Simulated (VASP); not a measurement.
# Mg3CdSe2O2 (P-4m2) in VASP: a series of runs

Mg3CdSe2O2 is run at these levels: PBE; tasks: single point.

Everything below comes from runs of VASP 6.6.1. Logs are shortened: lines on timing, memory, paths and dates and some standing lists are left out, and cuts for length are marked.

### Step 1. The cell of the first run

It takes space group P-4m2 (No. 115, tetragonal). Conventional cell: a = 3.789 Å, b = 3.789 Å, c = 9.411 Å, α = 90.00°, β = 90.00°, γ = 90.00°. Within 2.6 Å of Mg (site symmetry -4m2) lie 4 O at 1.98 Å. Mg (site symmetry 2mm) has 2 O at 2.07 Å and 2 Se at 2.47 Å within 2.7 Å. Cd (site symmetry -4m2) has 4 Se at 2.55 Å within 3.4 Å. Se (site symmetry 2mm) has 2 Mg at 2.47 Å and 2 Cd at 2.55 Å within 3.3 Å. Within 2.6 Å of O (site symmetry 2mm) lie 4 Mg at 1.98 to 2.07 Å.

### Step 2. Single point, PBE (volume scaled by 0.91, then relaxed in part)

INCAR reads:

```
PREC = Accurate ; ENCUT = 520
EDIFF = 1E-7 ; ISMEAR = 0
SIGMA = 0.02 ; LREAL = False
LASPH = True ; NELM = 60
ALGO = Normal ; ISIF = 2
LWAVE = False ; LCHARG = True
GGA = PE ; LELF = True
LVHAR = True ; NBANDS = 31
```

KPOINTS reads:

```
regular mesh
0
Gamma
  8 8 4
```

POSCAR reads:

```
Mg3CdSe2O2
1.0
    3.7892832994      0.0000000000      0.0000000000
    0.0000000000      3.7892832994      0.0000000000
    0.0000000000      0.0000000000      9.4107254033
Mg Cd Se O
3 1 2 2
Direct
    0.0000000000      0.0000000000      0.0000000000
    0.5000000000      0.5000000000      0.8496031905
    0.5000000000      0.5000000000      0.1503968095
    0.0000000000      0.0000000000      0.5000000000
    0.5000000000      0.0000000000      0.6814959769
    0.0000000000      0.5000000000      0.3185040231
    0.5000000000      0.0000000000      0.0613528437
    0.0000000000      0.5000000000      0.9386471563
```

Potentials or basis: VASP PAW PBE potentials, release 64 (Mg, Cd, Se, O).

Launch:

```bash
$ cat potpaw_PBE.64/Mg/POTCAR potpaw_PBE.64/Cd/POTCAR potpaw_PBE.64/Se/POTCAR potpaw_PBE.64/O/POTCAR > POTCAR
$ mpirun -np 1 vasp_std > vasp.out
```

OUTCAR:

```text
PREC = Accurate
   ENCUT = 520
   EDIFF = 1E-7
   ISMEAR = 0
   LREAL = False
   LASPH = True
   NELM = 60
   ISIF = 2
   GGA = PE

 ion  position               nearest neighbor table
   1  0.000  0.000  0.000-   7 1.98   8 1.98   8 1.98   7 1.98   2 3.03   3 3.03   2 3.03   2 3.03
                             3 3.03   3 3.03   2 3.03   3 3.03
   2  0.500  0.500  0.850-   8 2.07   8 2.07   5 2.47   5 2.47   7 2.75   7 2.75   3 2.83   1 3.03
                             1 3.03   1 3.03   1 3.03
   3  0.500  0.500  0.150-   7 2.07   7 2.07   6 2.47   6 2.47   8 2.75   8 2.75   2 2.83   1 3.03
                             1 3.03   1 3.03   1 3.03
   4  0.000  0.000  0.500-   5 2.55   6 2.55   6 2.55   5 2.55
   5  0.500  0.000  0.681-   2 2.47   2 2.47   4 2.55   4 2.55
   6  0.000  0.500  0.319-   3 2.47   3 2.47   4 2.55   4 2.55
   7  0.500  0.000  0.061-   1 1.98   1 1.98   3 2.07   3 2.07   2 2.75   2 2.75
   8  0.000  0.500  0.939-   1 1.98   1 1.98   2 2.07   2 2.07   3 2.75   3 2.75

  LATTYP: Found a simple tetragonal cell.
 ALAT       =     3.7892832994
 C/A-ratio  =     2.4835106430

  Lattice vectors:

 A1 = (   3.7892832994,   0.0000000000,   0.0000000000)
 A2 = (   0.0000000000,   3.7892832994,   0.0000000000)
 A3 = (   0.0000000000,   0.0000000000,   9.4107254033)

Analysis of symmetry for initial positions (statically):
=====================================================================
 Subroutine PRICEL returns:
 Original cell was already a primitive cell.

 Routine SETGRP: Setting up the symmetry group for a
 simple tetragonal supercell.

 Subroutine GETGRP returns: Found  8 space group operations
 (whereof  8 operations were pure point group operations)
 out of a pool of 16 trial point group operations.

The static configuration has the point symmetry D_2d.

Analysis of symmetry for dynamics (positions and initial velocities):
=====================================================================
 Subroutine PRICEL returns:
 Original cell was already a primitive cell.

 Routine SETGRP: Setting up the symmetry group for a
 simple tetragonal supercell.

 Subroutine GETGRP returns: Found  8 space group operations
 (whereof  8 operations were pure point group operations)
 out of a pool of 16 trial point group operations.

The dynamic configuration has the point symmetry D_2d.

 Subroutine INISYM returns: Found  8 space group operations
 (whereof  8 operations are pure point group operations),
 and found     1 'primitive' translations

----------------------------------------------------------------------------------------

                                     Primitive cell

  volume of cell :     135.1255

  direct lattice vectors                    reciprocal lattice vectors
     3.789283299  0.000000000  0.000000000     0.263902147  0.000000000  0.000000000
     0.000000000  3.789283299  0.000000000     0.000000000  0.263902147  0.000000000
     0.000000000  0.000000000  9.410725403     0.000000000  0.000000000  0.106261734

  length of vectors
     3.789283299  3.789283299  9.410725403     0.263902147  0.263902147  0.106261734

  position of ions in fractional coordinates (direct lattice)
     0.000000000  0.000000000  0.000000000
     0.500000000  0.500000000  0.849603190
     0.500000000  0.500000000  0.150396810
     0.000000000  0.000000000  0.500000000
     0.500000000  0.000000000  0.681495977
     0.000000000  0.500000000  0.318504023
     0.500000000  0.000000000  0.061352844
     0.000000000  0.500000000  0.938647156

  ion indices of the primitive-cell ions
   primitive index   ion index
                 1           1
                 2           2
                 3           3
                 4           4
                 5           5
                 6           6
                 7           7
                 8           8

----------------------------------------------------------------------------------------

 KPOINTS: regular mesh

Automatic generation of k-mesh.
 Grid dimensions read from file:
 generate k-points for:    8    8    4

 Generating k-lattice:

  Cartesian coordinates                     Fractional coordinates (reciprocal lattice)
     0.032987768  0.000000000  0.000000000     0.125000000  0.000000000  0.000000000
     0.000000000  0.032987768  0.000000000     0.000000000  0.125000000  0.000000000
     0.000000000  0.000000000  0.026565434     0.000000000  0.000000000  0.250000000

  Length of vectors
     0.032987768  0.032987768  0.026565434

  Shift w.r.t. Gamma in fractional coordinates (k-lattice)
     0.000000000  0.000000000  0.000000000

 Subroutine IBZKPT returns following result:
 ===========================================

 Found     45 irreducible k-points:

 Following reciprocal coordinates:
            Coordinates               Weight
  0.000000  0.000000  0.000000      1.000000
  0.125000  0.000000  0.000000      4.000000
  0.250000  0.000000  0.000000      4.000000
  0.375000  0.000000  0.000000      4.000000
  0.500000  0.000000  0.000000      2.000000
  0.125000  0.125000  0.000000      4.000000
[... 16 lines left out ...]
  0.375000  0.125000  0.250000     16.000000
  0.500000  0.125000  0.250000      8.000000
 [... further k-points ...]
   k-points           NKPTS =     45   k-points in BZ     NKDIM =     45   number of bands    NBANDS=     31
   number of dos      NEDOS =    301   number of ions     NIONS =      8
   total plane-waves  NPLWV =  54880
   dimension x,y,z NGX =    28 NGY =   28 NGZ =   70
   dimension x,y,z NGXF=    56 NGYF=   56 NGZF=  140
   ions per type =               3   1   2   2
   NGX,Y,Z   is equivalent  to a cutoff of  12.28, 12.28, 12.37 a.u.
   NGXF,Y,Z  is equivalent  to a cutoff of  24.57, 24.57, 24.73 a.u.
 SYSTEM =  unknown system
   PREC   = accura    normal or accurate (medium, high low for compatibility)
   ISTART =      0    job   : 0-new  1-cont  2-samecut
   ICHARG =      2    charge: 1-file 2-atom 10-const
   ISPIN  =      1    spin polarized calculation?
   LNONCOLLINEAR =      F non collinear calculations
   LSORBIT =      F    spin-orbit coupling
   LASPH  =      T    aspherical Exc in radial PAW
   ENCUT  =  520.0 eV  38.22 Ry    6.18 a.u.   7.05  7.05 17.50*2*pi/ulx,y,z
   NELM   =     60;   NELMIN=  2; NELMDL= -5     # of ELM steps
   EDIFF  = 0.1E-06   stopping-criterion for ELM
   LREAL  =      F    real-space projection
   EDIFFG = 0.1E-05   stopping-criterion for IOM
   NSW    =      0    number of steps for IOM
   IBRION =     -1    ionic relax: 0-MD 1-quasi-New 2-CG
   NFREE  =      0    steps in history (QN), initial steepest desc. (CG)
   ISIF   =      2    stress and relaxation
   ISYM   =      2    0-nonsym 1-usesym 2-fastsym
   POTIM  = 0.5000    time-step for ionic-motion
   TEBEG  =    0.0;   TEEND  =   0.0 temperature during run
   PSTRESS=    0.0 pullay stress
   NELECT =      42.0000    total number of electrons
   NUPDOWN=      -1.0000    fix difference up-down
   EMIN   =  10.00;   EMAX   =-10.00  energy-range for DOS
   EFERMI =   0.00;   METHOD = LEGACY
   ISMEAR =     0;   SIGMA  =   0.02  broadening in eV -4-tet -1-fermi 0-gaus
   EFERMI_NEDOS =   21; number of points for ismear=-14 and -15
   IALGO  =     38    algorithm
   IMIX   =      4    mixing-type and parameters
     AMIX     =   0.40;   BMIX     =  1.00
     AMIX_MAG =   1.60;   BMIX_MAG =  1.00
  volume/ion in A,a.u.               =      16.89       113.98
  Fermi-wavevector in a.u.,A,eV,Ry     =   1.108951  2.095613 16.732054  1.229771
  Thomas-Fermi vector in A             =   2.245484
   LORBIT       =      0    0 simple, 1 ext, 2 COOP (PROOUT), +10 PAW based schemes
   GGA     = PE    functional components
   LHFCALC =     F    Hartree Fock is set to
   AEXX    =    0.0000 exact exchange contribution
   IVDW    =     0    specifies the selected vdW correction
   LEPSILON=     F    determine dielectric tensor
   LRPA    =     F    only Hartree local field effects (RPA)
 non-spin polarized calculation
 Gauss-broadening in eV      SIGMA  =   0.02
  energy-cutoff  :      520.00
  volume of cell :      135.13
 maximum number of plane-waves:      3656
   NGX = 15   NGY = 15   NGZ = 35

 number of electron      41.9999984 magnetization

 Free energy of the ion-electron system (eV)
  ---------------------------------------------------
  ext. energy  EPLUGINS =         0.00000000
  ---------------------------------------------------
  free energy    TOTEN  =       -34.95974931 eV

  energy without entropy =      -34.95974931  energy(sigma->0) =      -34.95974931

 E-fermi :   2.8829     XC(G=0):  -9.6419

 val. band max:        2.7648188493   @ k =   0.2500   0.0000   0.5000
 cond. band min:       4.2832155596   @ k =   0.0000   0.0000   0.0000
 fundamental gap:      1.5183967103
 Fermi energy:         2.8828926054

 k-point     1 :       0.0000    0.0000    0.0000
  band No.  band energies     occupation
      1     -15.4249      2.00000
      2     -14.4616      2.00000
      3      -9.9424      2.00000
      4      -9.6658      2.00000
      5      -5.2376      2.00000
      6      -5.1988      2.00000
[... 23 lines left out ...]
     30      10.2285      0.00000
     31      10.5212      0.00000

 k-point     2 :       0.1250    0.0000    0.0000
  band No.  band energies     occupation
      1     -15.3783      2.00000
      2     -14.4849      2.00000
      3      -9.8867      2.00000
      4      -9.6321      2.00000
      5      -5.2449      2.00000
      6      -5.1944      2.00000
[... 23 lines left out ...]
     30      10.2922      0.00000
     31      10.7985      0.00000

 k-point     3 :       0.2500    0.0000    0.0000
  band No.  band energies     occupation
      1     -15.2485      2.00000
      2     -14.5584      2.00000
      3      -9.7441      2.00000
      4      -9.5506      2.00000
      5      -5.2496      2.00000
      6      -5.1839      2.00000
[... 703 lines left out ...]
     30      10.6731      0.00000
     31      10.8106      0.00000

 k-point    24 :       0.5000    0.1250    0.2500
  band No.  band energies     occupation
      1     -14.8542      2.00000
      2     -14.8419      2.00000
      3      -9.4569      2.00000
      4      -9.4129      2.00000
      5      -5.1898      2.00000
      6      -5.1518      2.00000
[... 23 lines left out ...]
     30      10.5825      0.00000
     31      10.6084      0.00000

 [... further k-points ...]

------------------------ aborting loop because EDIFF is reached ----------------------------------------

  FORCE on cell =-STRESS in cart. coord.  units (eV):
  Direction    XX          YY          ZZ          XY          YZ          ZX
  --------------------------------------------------------------------------------------
  -------------------------------------------------------------------------------------
  Total        6.8116484      6.8116484      6.8893953      0.0000000      0.0000000      0.0000000
  in kB       80.7654376     80.7654376     81.6872803      0.0000000      0.0000000      0.0000000
  external PRESSURE =      81.0727185 kB  Pullay stress =       0.0000000 kB

 VOLUME and BASIS-vectors are now :
 -----------------------------------------------------------------------------
  energy-cutoff  :      520.00
  volume of cell :      135.13
      direct lattice vectors                 reciprocal lattice vectors
     3.789283299  0.000000000  0.000000000     0.263902147  0.000000000  0.000000000
     0.000000000  3.789283299  0.000000000     0.000000000  0.263902147  0.000000000
     0.000000000  0.000000000  9.410725403     0.000000000  0.000000000  0.106261734

 POSITION                                       TOTAL-FORCE (eV/Angst)
 -----------------------------------------------------------------------------------
      0.00000      0.00000      0.00000         0.000000      0.000000      0.000000
      1.89464      1.89464      7.99538         0.000000     -0.000000      0.002588
      1.89464      1.89464      1.41534         0.000000      0.000000     -0.002588
      0.00000      0.00000      4.70536        -0.000000      0.000000      0.000000
      1.89464      0.00000      6.41337         0.000000     -0.000000      0.061264
      0.00000      1.89464      2.99735         0.000000      0.000000     -0.061264
      1.89464      0.00000      0.57737         0.000000      0.000000     -0.012042
      0.00000      1.89464      8.83335         0.000000      0.000000      0.012042
 -----------------------------------------------------------------------------------
    total drift:                               -0.000000     -0.000000      0.000000

  FREE ENERGIE OF THE ION-ELECTRON SYSTEM (eV)
  ---------------------------------------------------
  free  energy   TOTEN  =       -34.9597493135 eV

  energy  without entropy=      -34.9597493135  energy(sigma->0) =      -34.95974931
```

It took 1.9 min on 1 thread of Intel Xeon 6975P-C (Granite Rapids), shared host; peak memory 0.35 GiB.

Results:

- Free energy: -34.9597 eV
- Pressure: 8.1 GPa
- Largest force: 0.061 eV/Å
- Band gap on the k mesh: 1.52 eV, indirect (least direct gap 1.59 eV)

Forces on the atoms (eV/Å):
```
Mg   0.000  0.000  0.000
Mg   0.000  0.000  0.003
Mg   0.000  0.000 -0.003
Cd   0.000  0.000  0.000
Se   0.000  0.000  0.061
Se   0.000  0.000 -0.061
O    0.000  0.000 -0.012
O    0.000  0.000  0.012
```

Caveat: the cell differs from its parent crystal (volume scaled by 0.91, then relaxed in part). A k mesh can miss the band edges.

### Step 3. Single point, PBE

This run uses another cell than the first one, of 18.56 Å³/atom, 1.099 times its volume.

INCAR reads:

```
PREC = Accurate
ENCUT = 520
EDIFF = 1E-6
ISMEAR = 0
SIGMA = 0.02
LREAL = False
LASPH = True
NELM = 60
ALGO = Normal
ISIF = 2
LWAVE = False
LCHARG = False
GGA = PE
NBANDS = 31
```

KPOINTS reads:

```
Automatic mesh
0
Gamma
  8 8 4
```

POSCAR reads:

```
Mg3CdSe2O2
1.0
    3.8898312861      0.0000000000      0.0000000000
    0.0000000000      3.8898312861      0.0000000000
    0.0000000000      0.0000000000      9.8137350868
Mg Cd Se O
3 1 2 2
Direct
    0.0000000000      0.0000000000      0.0000000000
    0.5000000000      0.5000000000      0.8475075572
    0.5000000000      0.5000000000      0.1524924428
    0.0000000000      0.0000000000      0.5000000000
    0.5000000000      0.0000000000      0.6798916319
    0.0000000000      0.5000000000      0.3201083681
    0.5000000000      0.0000000000      0.0623488513
    0.0000000000      0.5000000000      0.9376511487
```

Potentials or basis: VASP PAW PBE potentials, release 64 (Mg, Cd, Se, O).

Launch:

```bash
$ cat potpaw_PBE.64/Mg/POTCAR potpaw_PBE.64/Cd/POTCAR potpaw_PBE.64/Se/POTCAR potpaw_PBE.64/O/POTCAR > POTCAR
$ mpirun -np 1 vasp_std > vasp.out
```

Wall time 2.6 min (1 thread of Intel Xeon 6975P-C (Granite Rapids), shared host); peak memory 0.41 GiB.

Results (log left out):

```yaml
Free_energy: -35.2721 eV
Pressure: 0.0 GPa
Largest_force: 0.053 eV/Å
Band_gap_on_the_k_mesh: 1.09 eV, indirect (least direct gap 1.16 eV)
```

Forces on the atoms (eV/Å):
```
Mg   0.000  0.000  0.000
Mg   0.000  0.000  0.002
Mg   0.000  0.000 -0.002
Cd   0.000  0.000  0.000
Se   0.000  0.000  0.053
Se   0.000  0.000 -0.053
O    0.000  0.000 -0.008
O    0.000  0.000  0.008
```

Stress tensor (GPa, compression positive):
```
-0.09  0.00  0.00
 0.00 -0.09  0.00
 0.00  0.00  0.04
```

Levels at points of the mesh, in eV from the valence-band top:
| k point | band 19 | band 20 | band 21 | band 22 | band 23 | band 24 |
| --- | --- | --- | --- | --- | --- | --- |
| (0.00, 0.00, 0.00) | -0.82 | -0.07 | -0.07 | 1.09 | 4.11 | 4.23 |
| (0.50, 0.00, 0.00) | -1.70 | -0.31 | -0.02 | 2.93 | 3.85 | 4.85 |
| (0.50, 0.50, 0.00) | -1.91 | -1.76 | -1.76 | 3.42 | 3.42 | 3.42 |
| (0.00, 0.00, 0.50) | -0.82 | -0.06 | -0.06 | 2.54 | 2.68 | 4.43 |
| (0.50, 0.00, 0.50) | -1.51 | -0.31 | -0.02 | 2.70 | 3.61 | 5.18 |
| (0.50, 0.50, 0.50) | -1.97 | -1.87 | -1.87 | 3.22 | 3.99 | 3.99 |

A k mesh can miss the band edges. Expect the measured gap to be larger: semilocal functionals such as PBE lack the derivative discontinuity.
